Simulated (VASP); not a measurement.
# Cu in VASP: further runs

The runs below take Cu through single point, with PBE.

Everything below comes from runs of VASP 6.6.1. Logs are shortened: lines on timing, memory, paths and dates and some standing lists are left out, and cuts for length are marked.

## Step 1: The cell of the first run

The cell holds a slab with vacuum, 6 atoms: a = 2.556 Å, b = 2.556 Å, c = 28.436 Å, α = 90.00°, β = 90.00°, γ = 60.00°.

## Step 2: Single point, PBE

Input file INCAR:

```
SYSTEM = Cu
PREC = Accurate ; ENCUT = 520
EDIFF = 1E-6 ; ISMEAR = 0
SIGMA = 0.1 ; LREAL = .FALSE.
LASPH = .TRUE. ; NELM = 120
ALGO = Normal ; ISIF = 2
LWAVE = .FALSE. ; LCHARG = .FALSE.
LDIPOL = .TRUE. ; IDIPOL = 3
DIPOL = 0.5 0.5 0.500 ; GGA = PE
NBANDS = 42 ; GGA_COMPAT = .FALSE.
NELMDL = -8
```

Input file KPOINTS:

```
Automatic mesh
0
G
  18 18 1
  0 0 0
```

Input file POSCAR:

```
Cu
1.0
    2.5561910140      0.0000000000      0.0000000000
    1.2780955070      2.2137263550      0.0000000000
    0.0000000000      0.0000000000     28.4356061156
Cu
6
Direct
    0.0000000000      0.0000000000      0.3159636317
    0.3333333333      0.3333333333      0.3894377978
    0.6666666667      0.6666666667      0.4631223669
    0.0000000000      0.0000000000      0.5368776446
    0.3333333333      0.3333333333      0.6105621991
    0.6666666667      0.6666666667      0.6840363599
```

Potentials or basis: VASP PAW PBE potentials, release 64 (Cu).

On the command line:

```bash
cat potpaw_PBE.64/Cu/POTCAR > POTCAR
mpirun -np 1 vasp_std > vasp.out
```

OUTCAR:

```text
SYSTEM = Cu
   PREC = Accurate
   ENCUT = 520
   EDIFF = 1E-6
   ISMEAR = 0
   LREAL = .FALSE.
   LASPH = .TRUE.
   NELM = 120
   ISIF = 2
   GGA = PE
   NELMDL = -8

 ion  position               nearest neighbor table
   1  0.000  0.000  0.316-   2 2.56   2 2.56   2 2.56
   2  0.333  0.333  0.389-   1 2.56   1 2.56   1 2.56   3 2.56   3 2.56   3 2.56
   3  0.667  0.667  0.463-   2 2.56   2 2.56   2 2.56   4 2.56   4 2.56   4 2.56
   4  0.000  0.000  0.537-   5 2.56   5 2.56   5 2.56   3 2.56   3 2.56   3 2.56
   5  0.333  0.333  0.611-   6 2.56   6 2.56   6 2.56   4 2.56   4 2.56   4 2.56
   6  0.667  0.667  0.684-   5 2.56   5 2.56   5 2.56

  LATTYP: Found a hexagonal cell.
 ALAT       =     2.5561910140
 C/A-ratio  =    11.1242101863

  Lattice vectors:

 A1 = (  -1.2780955070,  -2.2137263550,   0.0000000000)
 A2 = (   2.5561910140,   0.0000000000,   0.0000000000)
 A3 = (   0.0000000000,   0.0000000000,  28.4356061156)

Analysis of symmetry for initial positions (statically):
=====================================================================
 Subroutine PRICEL returns:
 Original cell was already a primitive cell.

 Routine SETGRP: Setting up the symmetry group for a
 hexagonal supercell.

 Subroutine GETGRP returns: Found 12 space group operations
 (whereof  6 operations were pure point group operations)
 out of a pool of 24 trial point group operations.

The static configuration has the point symmetry C_3v.
 The point group associated with its full space group is D_3d.

Analysis of symmetry for dynamics (positions and initial velocities):
=====================================================================
 Subroutine PRICEL returns:
 Original cell was already a primitive cell.

 Routine SETGRP: Setting up the symmetry group for a
 hexagonal supercell.

 Subroutine GETGRP returns: Found 12 space group operations
 (whereof  6 operations were pure point group operations)
 out of a pool of 24 trial point group operations.

The dynamic configuration has the point symmetry C_3v.
 The point group associated with its full space group is D_3d.

 Subroutine INISYM returns: Found 12 space group operations
 (whereof  6 operations are pure point group operations),
 and found     1 'primitive' translations

----------------------------------------------------------------------------------------

                                     Primitive cell

  volume of cell :     160.9088

  direct lattice vectors                    reciprocal lattice vectors
     2.556191014  0.000000000  0.000000000     0.391207071 -0.225863508  0.000000000
     1.278095507  2.213726355  0.000000000     0.000000000  0.451727016  0.000000000
     0.000000000  0.000000000 28.435606116     0.000000000  0.000000000  0.035167177

  length of vectors
     2.556191014  2.556191014 28.435606116     0.451727016  0.451727016  0.035167177

  position of ions in fractional coordinates (direct lattice)
     0.000000000  0.000000000  0.315963632
     0.333333333  0.333333333  0.389437798
     0.666666667  0.666666667  0.463122367
     0.000000000  0.000000000  0.536877645
     0.333333333  0.333333333  0.610562199
     0.666666667  0.666666667  0.684036360

  ion indices of the primitive-cell ions
   primitive index   ion index
                 1           1
                 2           2
                 3           3
                 4           4
                 5           5
                 6           6

----------------------------------------------------------------------------------------

 KPOINTS: Automatic mesh

Automatic generation of k-mesh.
 Grid dimensions read from file:
 generate k-points for:   18   18    1

 Generating k-lattice:

  Cartesian coordinates                     Fractional coordinates (reciprocal lattice)
     0.021733726 -0.012547973  0.000000000     0.055555556  0.000000000  0.000000000
     0.000000000  0.025095945  0.000000000     0.000000000  0.055555556  0.000000000
     0.000000000  0.000000000  0.035167177     0.000000000  0.000000000  1.000000000

  Length of vectors
     0.025095945  0.025095945  0.035167177

  Shift w.r.t. Gamma in fractional coordinates (k-lattice)
     0.000000000  0.000000000  0.000000000

 Subroutine IBZKPT returns following result:
 ===========================================

 Found     37 irreducible k-points:

 Following reciprocal coordinates:
            Coordinates               Weight
  0.000000  0.000000  0.000000      1.000000
  0.055556  0.000000  0.000000      6.000000
  0.111111  0.000000  0.000000      6.000000
  0.166667  0.000000  0.000000      6.000000
  0.222222  0.000000  0.000000      6.000000
  0.277778  0.000000  0.000000      6.000000
[... 16 lines left out ...]
  0.444444  0.111111  0.000000     12.000000
  0.500000  0.111111  0.000000     12.000000
 [... further k-points ...]
   k-points           NKPTS =     37   k-points in BZ     NKDIM =     37   number of bands    NBANDS=     42
   number of dos      NEDOS =    301   number of ions     NIONS =      6
   total plane-waves  NPLWV =  86400
   dimension x,y,z NGX =    20 NGY =   20 NGZ =  216
   dimension x,y,z NGXF=    40 NGYF=   40 NGZF=  432
   ions per type =               6
   NGX,Y,Z   is equivalent  to a cutoff of  13.01, 13.01, 12.63 a.u.
   NGXF,Y,Z  is equivalent  to a cutoff of  26.01, 26.01, 25.26 a.u.
 SYSTEM =  Cu
   PREC   = accura    normal or accurate (medium, high low for compatibility)
   ISTART =      0    job   : 0-new  1-cont  2-samecut
   ICHARG =      2    charge: 1-file 2-atom 10-const
   ISPIN  =      1    spin polarized calculation?
   LNONCOLLINEAR =      F non collinear calculations
   LSORBIT =      F    spin-orbit coupling
   LASPH  =      T    aspherical Exc in radial PAW
   ENCUT  =  520.0 eV  38.22 Ry    6.18 a.u.   4.75  4.75 52.87*2*pi/ulx,y,z
   NELM   =    120;   NELMIN=  2; NELMDL= -8     # of ELM steps
   EDIFF  = 0.1E-05   stopping-criterion for ELM
   LREAL  =      F    real-space projection
   EDIFFG = 0.1E-04   stopping-criterion for IOM
   NSW    =      0    number of steps for IOM
   IBRION =     -1    ionic relax: 0-MD 1-quasi-New 2-CG
   NFREE  =      0    steps in history (QN), initial steepest desc. (CG)
   ISIF   =      2    stress and relaxation
   ISYM   =      2    0-nonsym 1-usesym 2-fastsym
   POTIM  = 0.5000    time-step for ionic-motion
   TEBEG  =    0.0;   TEEND  =   0.0 temperature during run
   PSTRESS=    0.0 pullay stress
   NELECT =      66.0000    total number of electrons
   NUPDOWN=      -1.0000    fix difference up-down
   EMIN   =  10.00;   EMAX   =-10.00  energy-range for DOS
   EFERMI =   0.00;   METHOD = LEGACY
   ISMEAR =     0;   SIGMA  =   0.10  broadening in eV -4-tet -1-fermi 0-gaus
   EFERMI_NEDOS =   21; number of points for ismear=-14 and -15
   IALGO  =     38    algorithm
   IMIX   =      4    mixing-type and parameters
     AMIX     =   0.40;   BMIX     =  1.00
     AMIX_MAG =   1.60;   BMIX_MAG =  1.00
  volume/ion in A,a.u.               =      26.82       180.98
  Fermi-wavevector in a.u.,A,eV,Ry     =   1.216362  2.298591 20.130322  1.479537
  Thomas-Fermi vector in A             =   2.351719
   LORBIT       =      0    0 simple, 1 ext, 2 COOP (PROOUT), +10 PAW based schemes
   GGA     = PE    functional components
   LHFCALC =     F    Hartree Fock is set to
   AEXX    =    0.0000 exact exchange contribution
   IVDW    =     0    specifies the selected vdW correction
   LEPSILON=     F    determine dielectric tensor
   LRPA    =     F    only Hartree local field effects (RPA)
 non-spin polarized calculation
 Gauss-broadening in eV      SIGMA  =   0.10
  energy-cutoff  :      520.00
  volume of cell :      160.91
 maximum number of plane-waves:      4365
   NGX =  9   NGY =  9   NGZ =105

 number of electron      66.0000002 magnetization

 dipolmoment           0.000000      0.000000      0.000004 electrons x Angstroem

 Free energy of the ion-electron system (eV)
  ---------------------------------------------------
  ext. energy  EPLUGINS =         0.00000000
  ---------------------------------------------------
  free energy    TOTEN  =       -21.46265810 eV

  energy without entropy =      -21.45326098  energy(sigma->0) =      -21.45795954

 E-fermi :   0.6521     XC(G=0):  -6.2608

 val. band max:        0.6243367374   @ k =   0.2778   0.0556   0.0000
 cond. band min:       0.6745187659   @ k =   0.4444   0.0000   0.0000
 fundamental gap:      0.0501820285
 Fermi energy:         0.6521191588

 k-point     1 :       0.0000    0.0000    0.0000
  band No.  band energies     occupation
      1      -8.4178      2.00000
      2      -7.7990      2.00000
      3      -6.7933      2.00000
      4      -5.6214      2.00000
      5      -4.7134      2.00000
      6      -4.4012      2.00000
[... 34 lines left out ...]
     41       5.9630      0.00000
     42       7.3263      0.00000

 k-point     2 :       0.0556    0.0000    0.0000
  band No.  band energies     occupation
      1      -8.3184      2.00000
      2      -7.7017      2.00000
      3      -6.6998      2.00000
      4      -5.5338      2.00000
      5      -4.6354      2.00000
      6      -4.3353      2.00000
[... 34 lines left out ...]
     41       6.0545      0.00000
     42       7.4190      0.00000

 k-point     3 :       0.1111    0.0000    0.0000
  band No.  band energies     occupation
      1      -8.0232      2.00000
      2      -7.4135      2.00000
      3      -6.4248      2.00000
      4      -5.2794      2.00000
      5      -4.4122      2.00000
      6      -4.1477      2.00000
[... 897 lines left out ...]
      4      -3.7704      2.00000
      5      -3.4928      2.00000
      6      -3.4346      2.00000
[... 34 lines left out ...]
     41       8.8763      0.00000
     42       9.2451      0.00000

 k-point    24 :       0.5000    0.1111    0.0000
  band No.  band energies     occupation
      1      -4.1459      2.00000
      2      -3.9619      2.00000
      3      -3.9083      2.00000
      4      -3.7584      2.00000
      5      -3.5376      2.00000
      6      -3.4490      2.00000
[... 34 lines left out ...]
     41       8.3920      0.00000
     42       8.7870      0.00000

 [... further k-points ...]

------------------------ aborting loop because EDIFF is reached ----------------------------------------

 vacuum level on the upper side and lower side of the slab       (xc-potential included)        -0.132        -0.132

  FORCE on cell =-STRESS in cart. coord.  units (eV):
  Direction    XX          YY          ZZ          XY          YZ          ZX
  --------------------------------------------------------------------------------------
  -------------------------------------------------------------------------------------
  Total       -0.4419457     -0.4419457      0.1591964     -0.0000000      0.0000000      0.0000000
  in kB       -4.4004771     -4.4004771      1.5851267     -0.0000000      0.0000000      0.0000000
  external PRESSURE =      -2.4052758 kB  Pullay stress =       0.0000000 kB

 VOLUME and BASIS-vectors are now :
 -----------------------------------------------------------------------------
  energy-cutoff  :      520.00
  volume of cell :      160.91
      direct lattice vectors                 reciprocal lattice vectors
     2.556191014  0.000000000  0.000000000     0.391207071 -0.225863508  0.000000000
     1.278095507  2.213726355  0.000000000     0.000000000  0.451727016  0.000000000
     0.000000000  0.000000000 28.435606116     0.000000000  0.000000000  0.035167177

 POSITION                                       TOTAL-FORCE (eV/Angst)
 -----------------------------------------------------------------------------------
      0.00000      0.00000      8.98462         0.000000      0.000000     -0.018138
      1.27810      0.73791     11.07390        -0.000000     -0.000000     -0.002466
      2.55619      1.47582     13.16917         0.000000      0.000000     -0.001894
      0.00000      0.00000     15.26644        -0.000000     -0.000000      0.001894
      1.27810      0.73791     17.36171         0.000000      0.000000      0.002466
      2.55619      1.47582     19.45099        -0.000000     -0.000000      0.018138
 -----------------------------------------------------------------------------------
    total drift:                               -0.000000     -0.000000      0.000627

  FREE ENERGIE OF THE ION-ELECTRON SYSTEM (eV)
  ---------------------------------------------------
  free  energy   TOTEN  =       -21.4626580983 eV

  energy  without entropy=      -21.4532609826  energy(sigma->0) =      -21.45795954

 vacuum level on the upper side and lower side of the slab         5.393         5.393
```

Wall time 6.3 min (1 thread of Oxide Virtual Turin-like, shared host); peak memory 0.34 GiB.

Results:

* Free energy: -21.4627 eV
* Largest force: 0.018 eV/Å
* Band gap on the k mesh: zero (bands 33 and 34 overlap by 5.01 eV)

Forces in eV/Å, atoms in the order of the input:
```
Cu   0.000  0.000 -0.018
Cu   0.000  0.000 -0.002
Cu   0.000  0.000 -0.002
Cu   0.000  0.000  0.002
Cu   0.000  0.000  0.002
Cu   0.000  0.000  0.018
```

## Step 3: Single point, PBE

This run uses another cell than the first one: it holds 7 atoms, not 6.

Input file INCAR:

```
SYSTEM = Cu
ALGO     = Normal         ! electronic algorithm
DIPOL    = 0.5 0.5 0.500
EDIFF    = 1E-6           ! SCF threshold, eV
ENCUT    = 520            ! plane-wave cutoff, eV
GGA      = PE             ! functional
GGA_COMPAT= .FALSE.      
IDIPOL   = 3            
ISIF     = 2              ! what is computed and relaxed
ISMEAR   = 0              ! smearing method
LASPH    = .TRUE.         ! aspherical terms in the spheres
LCHARG   = .TRUE.         ! write CHGCAR
LDIPOL   = .TRUE.       
LELF     = .TRUE.         ! ELF
LREAL    = .FALSE.        ! projectors in reciprocal space
LVACPOTAV= .TRUE.       
LVHAR    = .TRUE.       
LWAVE    = .FALSE.        ! write WAVECAR
NBANDS   = 48             ! bands
NELM     = 120            ! most SCF steps
NELMDL   = -8           
PREC     = Accurate       ! precision mode
SIGMA    = 0.1            ! smearing width, eV
```

Input file KPOINTS:

```
k-points
0
G
  18 18 1
  0 0 0
```

Input file POSCAR:

```
Cu
1.0
    2.5561910140      0.0000000000      0.0000000000
    1.2780955070      2.2137263550      0.0000000000
    0.0000000000      0.0000000000     30.5227273387
Cu
7
Direct
    0.0000000000      0.0000000000      0.2945813425
    0.3333333333      0.3333333333      0.3628046049
    0.6666666667      0.6666666667      0.4312950644
    0.0000000000      0.0000000000      0.5000000075
    0.3333333333      0.3333333333      0.5687049452
    0.6666666667      0.6666666667      0.6371953923
    0.0000000000      0.0000000000      0.7054186431
```

Potentials or basis: VASP PAW PBE potentials, release 64 (Cu).

On the command line:

```bash
cat potpaw_PBE.64/Cu/POTCAR > POTCAR
mpirun -np 1 vasp_std > vasp.out
```

It took 8.4 min on 1 thread of Oxide Virtual Turin-like, shared host; peak memory 0.39 GiB.

It converged, with:

```
Free energy            : -25.1773 eV
Largest force          : 0.017 eV/Å
Band gap on the k mesh : zero (an odd number of electrons rules out a gap without spin polarisation)
```

Forces in eV/Å, atoms in the order of the input:
```
Cu   0.000  0.000 -0.017
Cu   0.000  0.000  0.000
Cu   0.000  0.000 -0.001
Cu   0.000  0.000  0.000
Cu   0.000  0.000  0.001
Cu   0.000  0.000  0.000
Cu   0.000  0.000  0.017
```

Levels at points of the mesh, in eV from the Fermi level:
```tsv
k point	band 37	band 38	band 39	band 40	band 41	band 42
(0.00, 0.00, 0.00)	-1.81	-1.65	-1.65	-1.62	-1.62	-0.76
(0.50, 0.00, 0.00)	0.09	0.65	1.02	1.27	1.49	1.54
```

The gap in the log of VASP goes by the Fermi energy; the results here count the filled bands.